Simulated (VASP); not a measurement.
# Ta4C3 (P4mm) in VASP: a series of runs

Ta4C3 is run at these levels: r2SCAN; tasks: single point.

All numbers are computed with VASP 6.6.1; they aren't measurements. Logs are shortened: lines on timing, memory, paths and dates and some standing lists are left out, and cuts for length are marked.

### Step 1. The cell of the first run

It takes space group P4mm (No. 99, tetragonal). The conventional cell has a = 4.425 Å, b = 4.425 Å, c = 4.425 Å, α = 90.00°, β = 90.00°, γ = 90.00°. Within 2.9 Å of Ta (site symmetry 4mm) lie 4 C at 2.21 Å. Ta (site symmetry 2mm) has 4 C at 2.21 Å within 2.9 Å. Within 2.9 Å of Ta (site symmetry 4mm) lie 6 C at 2.20 to 2.22 Å. C (site symmetry 4mm) has 6 Ta at 2.20 to 2.22 Å within 2.9 Å. Within 2.9 Å of C (site symmetry 2mm) lie 6 Ta at 2.21 Å.

### Step 2. Single point, r2SCAN (mode 4 (104.0 1/cm) frozen in, largest displacement +0.045 Å)

POSCAR

```
Ta4C3
1.0
    4.4247933843      0.0000000000      0.0000000000
    0.0000000000      4.4247933843      0.0000000000
    0.0000000000      0.0000000000      4.4247933843
Ta C
4 3
Direct
   -0.0101699664      0.5000000000      0.5000000000
    0.5028318778      0.0000000000      0.5000000000
    0.5028318778      0.5000000000      0.0000000000
    0.0040630554      0.0000000000      0.0000000000
    0.5013705377      0.0000000000      0.0000000000
    0.0026528401      0.5000000000      0.0000000000
    0.0026528401      0.0000000000      0.5000000000
```

INCAR.step1

```
PREC     = Accurate       # precision mode
ENCUT    = 520            # plane-wave cutoff, eV
ISMEAR   = 0              # smearing method
SIGMA    = 0.15           # smearing width, eV
LREAL    = F              # projectors in reciprocal space
LASPH    = T              # aspherical terms in the spheres
NELM     = 60             # most SCF steps
NBANDS   = 37             # bands
GGA      = PE             # functional
ALGO     = Normal         # electronic algorithm
EDIFF    = 1E-4           # SCF threshold, eV
LWAVE    = T              # write WAVECAR
LCHARG   = F              # write CHGCAR
```

INCAR.step2

```
PREC     = Accurate       # precision mode
ENCUT    = 520            # plane-wave cutoff, eV
EDIFF    = 1E-7           # SCF threshold, eV
ISMEAR   = 0              # smearing method
SIGMA    = 0.15           # smearing width, eV
LREAL    = F              # projectors in reciprocal space
LASPH    = T              # aspherical terms in the spheres
NELM     = 60             # most SCF steps
ALGO     = Normal         # electronic algorithm
ISIF     = 2              # what is computed and relaxed
LWAVE    = F              # write WAVECAR
LCHARG   = T              # write CHGCAR
METAGGA  = R2SCAN         # meta-GGA
LMIXTAU  = T            
LELF     = T              # ELF
LVHAR    = T            
NBANDS   = 37             # bands
ISTART   = 1
```

KPOINTS

```
Automatic mesh
0
Gamma
  10 10 10
```

Potentials or basis: VASP PAW PBE potentials, release 64 (Ta_pv, C).

Command:

```console
> cat potpaw_PBE.64/Ta_pv/POTCAR potpaw_PBE.64/C/POTCAR > POTCAR
> cp INCAR.step1 INCAR
> mpirun -np 1 vasp_std > vasp.out
> cp INCAR.step2 INCAR
> mpirun -np 1 vasp_std > vasp.out
```

OUTCAR:

```text
PREC = Accurate
   ENCUT = 520
   EDIFF = 1E-7
   ISMEAR = 0
   LREAL = F
   LASPH = T
   NELM = 60
   ISIF = 2
   METAGGA = R2SCAN
   ISTART = 1

 ion  position               nearest neighbor table
   1  0.990  0.500  0.500-   6 2.21   7 2.21   6 2.21   7 2.21   3 3.09   2 3.09   2 3.09   3 3.09
                             4 3.13   4 3.13   4 3.13   4 3.13   2 3.17   3 3.17   3 3.17   2 3.17
   2  0.503  0.000  0.500-   7 2.21   5 2.21   5 2.21   7 2.21   1 3.09   1 3.09   4 3.12   4 3.12
                             3 3.13   3 3.13   3 3.13   3 3.13   4 3.13   4 3.13   1 3.17   1 3.17
   3  0.503  0.500  0.000-   6 2.21   5 2.21   5 2.21   6 2.21   1 3.09   1 3.09   4 3.12   4 3.12
                             2 3.13   2 3.13   2 3.13   2 3.13   4 3.13   4 3.13   1 3.17   1 3.17
   4  0.004  0.000  0.000-   5 2.20   6 2.21   7 2.21   7 2.21   6 2.21   5 2.22   3 3.12   3 3.12
                             2 3.12   2 3.12   1 3.13   1 3.13   1 3.13   1 3.13   3 3.13   2 3.13
   5  0.501  0.000  0.000-   4 2.20   3 2.21   2 2.21   2 2.21   3 2.21   4 2.22
   6  0.003  0.500  0.000-   3 2.21   4 2.21   4 2.21   1 2.21   1 2.21   3 2.21
   7  0.003  0.000  0.500-   2 2.21   4 2.21   4 2.21   1 2.21   1 2.21   2 2.21

  LATTYP: Found a simple cubic cell.
 ALAT       =     4.4247933843

  Lattice vectors:

 A1 = (   4.4247933843,   0.0000000000,   0.0000000000)
 A2 = (   0.0000000000,   4.4247933843,   0.0000000000)
 A3 = (   0.0000000000,   0.0000000000,   4.4247933843)

Analysis of symmetry for initial positions (statically):
=====================================================================
 Subroutine PRICEL returns:
 Original cell was already a primitive cell.

 Routine SETGRP: Setting up the symmetry group for a
 simple cubic supercell.

 Subroutine GETGRP returns: Found  8 space group operations
 (whereof  8 operations were pure point group operations)
 out of a pool of 48 trial point group operations.

The static configuration has the point symmetry C_4v.

Analysis of symmetry for dynamics (positions and initial velocities):
=====================================================================
 Subroutine PRICEL returns:
 Original cell was already a primitive cell.

 Routine SETGRP: Setting up the symmetry group for a
 simple cubic supercell.

 Subroutine GETGRP returns: Found  8 space group operations
 (whereof  8 operations were pure point group operations)
 out of a pool of 48 trial point group operations.

The dynamic configuration has the point symmetry C_4v.

 Subroutine INISYM returns: Found  8 space group operations
 (whereof  8 operations are pure point group operations),
 and found     1 'primitive' translations

----------------------------------------------------------------------------------------
[... 109 lines left out ...]
   ISIF   =      2    stress and relaxation
   ISYM   =      2    0-nonsym 1-usesym 2-fastsym
   POTIM  = 0.5000    time-step for ionic-motion
   TEBEG  =    0.0;   TEEND  =   0.0 temperature during run
   PSTRESS=    0.0 pullay stress
   NELECT =      56.0000    total number of electrons
   NUPDOWN=      -1.0000    fix difference up-down
   EMIN   =  10.00;   EMAX   =-10.00  energy-range for DOS
   EFERMI =   0.00;   METHOD = LEGACY
   ISMEAR =     0;   SIGMA  =   0.15  broadening in eV -4-tet -1-fermi 0-gaus
   EFERMI_NEDOS =   21; number of points for ismear=-14 and -15
   IALGO  =     38    algorithm
   IMIX   =      4    mixing-type and parameters
     AMIX     =   0.40;   BMIX     =  1.00
     AMIX_MAG =   1.60;   BMIX_MAG =  1.00
  volume/ion in A,a.u.               =      12.38        83.52
  Fermi-wavevector in a.u.,A,eV,Ry     =   1.415504  2.674915 27.261344  2.003652
  Thomas-Fermi vector in A             =   2.536936
   LORBIT       =      0    0 simple, 1 ext, 2 COOP (PROOUT), +10 PAW based schemes
   METAGGA = R2SCAN    functional components
   LHFCALC =     F    Hartree Fock is set to
   AEXX    =    0.0000 exact exchange contribution
   IVDW    =     0    specifies the selected vdW correction
   LEPSILON=     F    determine dielectric tensor
   LRPA    =     F    only Hartree local field effects (RPA)
 non-spin polarized calculation
 Gauss-broadening in eV      SIGMA  =   0.15
  energy-cutoff  :      520.00
  volume of cell :       86.63
 maximum number of plane-waves:      2360
 NGX is ok and might be reduce to    36
   NGX = 17   NGY = 17   NGZ = 17

 number of electron      56.0000010 magnetization

 Free energy of the ion-electron system (eV)
  ---------------------------------------------------
  ext. energy  EPLUGINS =         0.00000000
  ---------------------------------------------------
  free energy    TOTEN  =      -227.79617110 eV

  energy without entropy =     -227.75896722  energy(sigma->0) =     -227.77756916

 E-fermi :   7.2117     XC(G=0): -13.9949

 val. band max:        7.2063058179   @ k =   0.0000   0.2000   0.2000
 cond. band min:       7.2127759743   @ k =   0.0000   0.1000   0.0000
 fundamental gap:      0.0064701564
 Fermi energy:         7.2116916147

 k-point     1 :       0.0000    0.0000    0.0000
  band No.  band energies     occupation
      1     -29.5048      2.00000
      2     -29.5038      2.00000
      3     -29.5038      2.00000
      4     -28.7785      2.00000
      5     -28.7785      2.00000
      6     -28.7782      2.00000
[... 949 lines left out ...]
     36      10.6317      0.00000
     37      11.3776      0.00000

 [... further k-points ...]
[... 5 lines left out ...]
  --------------------------------------------------------------------------------------
  -------------------------------------------------------------------------------------
  Total        0.5971089      0.6482709      0.6482709      0.0000000     -0.0000000     -0.0000000
  in kB       11.0429505     11.9891433     11.9891433      0.0000000     -0.0000000     -0.0000000
  external PRESSURE =      11.6737457 kB  Pullay stress =       0.0000000 kB

 VOLUME and BASIS-vectors are now :
 -----------------------------------------------------------------------------
  energy-cutoff  :      520.00
  volume of cell :       86.63
      direct lattice vectors                 reciprocal lattice vectors
     4.424793384  0.000000000  0.000000000     0.225999253  0.000000000  0.000000000
     0.000000000  4.424793384  0.000000000     0.000000000  0.225999253  0.000000000
     0.000000000  0.000000000  4.424793384     0.000000000  0.000000000  0.225999253

 POSITION                                       TOTAL-FORCE (eV/Angst)
 -----------------------------------------------------------------------------------
      4.37979      2.21240      2.21240         0.315455     -0.000000      0.000000
      2.22493      0.00000      2.21240        -0.088890      0.000000     -0.000000
      2.22493      2.21240      0.00000        -0.088890     -0.000000     -0.000000
      0.01798      0.00000      0.00000        -0.128033     -0.000000     -0.000000
      2.21846      0.00000      0.00000        -0.001510     -0.000000     -0.000000
      0.01174      2.21240      0.00000        -0.004065     -0.000000     -0.000000
      0.01174      0.00000      2.21240        -0.004065     -0.000000      0.000000
 -----------------------------------------------------------------------------------
    total drift:                               -0.008185     -0.000000      0.000000

  FREE ENERGIE OF THE ION-ELECTRON SYSTEM (eV)
  ---------------------------------------------------
  free  energy   TOTEN  =      -227.7961710958 eV

  energy  without entropy=     -227.7589672241  energy(sigma->0) =     -227.77756916
```

OUTCAR.step1:

```text
PREC = Accurate
   ENCUT = 520
   ISMEAR = 0
   LREAL = F
[... 1205 lines left out ...]
      0.01798      0.00000      0.00000        -0.137546      0.000000     -0.000000
      2.21846      0.00000      0.00000         0.029005      0.000000     -0.000000
      0.01174      2.21240      0.00000        -0.014830     -0.000000      0.000000
      0.01174      0.00000      2.21240        -0.014830     -0.000000      0.000000
 -----------------------------------------------------------------------------------
    total drift:                               -0.000407     -0.000000      0.000000

  FREE ENERGIE OF THE ION-ELECTRON SYSTEM (eV)
  ---------------------------------------------------
  free  energy   TOTEN  =       -78.1033955511 eV

  energy  without entropy=      -78.0604583141  energy(sigma->0) =      -78.08192693
```

It took 19 min on 1 thread of Intel Xeon Platinum 8259CL at 2.50GHz (Skylake/Cascade Lake), shared host; peak memory 0.44 GiB.

Results:

| Property | Result |
| --- | --- |
| Free energy | -227.7962 eV |
| Pressure | 1.2 GPa |
| Largest force | 0.315 eV/Å |
| Band gap on the k mesh | zero (band 28 reaches 7.50 eV, above the bottom of band 29 at 6.39 eV) |

Forces in eV/Å, atoms in the order of the input:
```
Ta   0.315  0.000  0.000
Ta  -0.089  0.000  0.000
Ta  -0.089  0.000  0.000
Ta  -0.128  0.000  0.000
C   -0.002  0.000  0.000
C   -0.004  0.000  0.000
C   -0.004  0.000  0.000
```

Caveat: the cell differs from its parent crystal (mode 4 (104.0 1/cm) frozen in, largest displacement +0.045 Å); the PAW data sets were made with another functional, which shifts forces and pressure a little; spin-orbit coupling is left out, which moves the levels of the heavy elements.

### Step 3. Single point, r2SCAN (mode 4 (104.0 1/cm) frozen in, largest displacement +0.105 Å)

POSCAR

```
Ta4C3
1.0
    4.4247933843      0.0000000000      0.0000000000
    0.0000000000      4.4247933843      0.0000000000
    0.0000000000      0.0000000000      4.4247933843
Ta C
4 3
Direct
   -0.0237299216      0.5000000000      0.5000000000
    0.5066077148      0.0000000000      0.5000000000
    0.5066077148      0.5000000000      0.0000000000
    0.0094804625      0.0000000000      0.0000000000
    0.5031979213      0.0000000000      0.0000000000
    0.0061899603      0.5000000000      0.0000000000
    0.0061899603      0.0000000000      0.5000000000
```

INCAR.step1

```
  PREC = Accurate
  ENCUT = 520
  ISMEAR = 0
  SIGMA = 0.15
  LREAL = F
  LASPH = T
  NELM = 100
  NBANDS = 37
  GGA = PE
  ALGO = Normal
  EDIFF = 1E-4
  LWAVE = T
  LCHARG = F
```

INCAR.step2

```
  PREC = Accurate
  ENCUT = 520
  EDIFF = 1E-7
  ISMEAR = 0
  SIGMA = 0.15
  LREAL = F
  LASPH = T
  NELM = 100
  ALGO = Normal
  ISIF = 2
  LWAVE = F
  LCHARG = F
  METAGGA = R2SCAN
  LMIXTAU = T
  NBANDS = 37
  ISTART = 1
```

KPOINTS is that of step 2.

Potentials or basis: VASP PAW PBE potentials, release 64 (Ta_pv, C).

Command:

```console
> cat potpaw_PBE.64/Ta_pv/POTCAR potpaw_PBE.64/C/POTCAR > POTCAR
> cp INCAR.step1 INCAR
> mpirun -np 1 vasp_std > vasp.out
> cp INCAR.step2 INCAR
> mpirun -np 1 vasp_std > vasp.out
```

It took 11 min on 1 thread of Intel Xeon 6975P-C (Granite Rapids), shared host; peak memory 0.43 GiB.

It converged, with:

| Quantity | Value |
| --- | --- |
| Free energy | -227.7557 eV |
| Pressure | 1.5 GPa |
| Largest force | 0.684 eV/Å |
| Band gap on the k mesh | zero (band 28 reaches 7.48 eV, above the bottom of band 29 at 6.39 eV) |

Forces on the atoms (eV/Å):
```
Ta   0.684  0.000  0.000
Ta  -0.189  0.000  0.000
Ta  -0.189  0.000  0.000
Ta  -0.304  0.000  0.000
C    0.000  0.000  0.000
C   -0.001  0.000  0.000
C   -0.001  0.000  0.000
```

Stress tensor (GPa, compression positive):
```
1.17 0.00 0.00
0.00 1.63 0.00
0.00 0.00 1.63
```

Levels at points of the mesh, in eV from the Fermi level:
```tsv
k point	band 25	band 26	band 27	band 28	band 29	band 30	band 31	band 32
(0.00, 0.00, 0.00)	-1.51	-0.73	-0.70	-0.70	-0.44	-0.38	-0.38	1.46
(0.50, 0.00, 0.00)	-2.19	-2.06	-2.06	0.17	0.17	0.92	2.03	2.60
(0.00, 0.50, 0.00)	-2.20	-2.04	-1.99	0.28	0.30	0.72	1.97	2.53
(0.50, 0.50, 0.00)	-2.04	-1.80	-0.45	-0.28	1.77	1.87	2.03	2.27
(0.00, 0.50, 0.50)	-2.08	-1.68	-0.45	-0.45	1.90	1.90	1.97	2.19
(0.50, 0.50, 0.50)	-1.17	-1.17	-1.03	-0.35	3.48	3.49	3.49	3.59
```

Caveat: the cell differs from its parent crystal (mode 4 (104.0 1/cm) frozen in, largest displacement +0.105 Å); the PAW data sets were made with another functional, which shifts forces and pressure a little; spin-orbit coupling is left out, which moves the levels of the heavy elements.
